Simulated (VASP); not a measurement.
A run of VASP 6.6.1 is set up as follows.

Contents of INCAR:

```
SYSTEM = Os
ALGO = Normal
EDIFF = 1E-7
ENCUT = 520
GGA = PE
ISIF = 2
ISMEAR = -1
LASPH = .TRUE.
LCHARG = .TRUE.
LELF = .TRUE.
LREAL = .FALSE.
LVHAR = .TRUE.
LWAVE = .FALSE.
NBANDS = 10
NELM = 80
PREC = Accurate
SIGMA = 0.1
```

Contents of KPOINTS:

```
k-points
0
G
  17 17 17
  0 0 0
```

Contents of POSCAR:

```
Os
1.0
    0.0000000000      1.8196984819      1.8196984819
    1.8196984819      0.0000000000      1.8196984819
    1.8196984819      1.8196984819      0.0000000000
Os
1
Direct
    0.0000000000      0.0000000000      0.0000000000
```

Potentials or basis: VASP PAW PBE potentials, release 64 (Os).

The run is started by

```bash
$ cat potpaw_PBE.64/Os/POTCAR > POTCAR
$ mpirun -np 1 vasp_std > vasp.out
```

Question: Estimate the pressure.

Answer: 105.5 GPa.

Question: What does it give for the band gap on the k mesh?

Answer: Zero (band 4 reaches 14.87 eV, above the bottom of band 5 at 9.80 eV).

Caveat: spin-orbit coupling is left out, which moves the levels of the heavy elements.
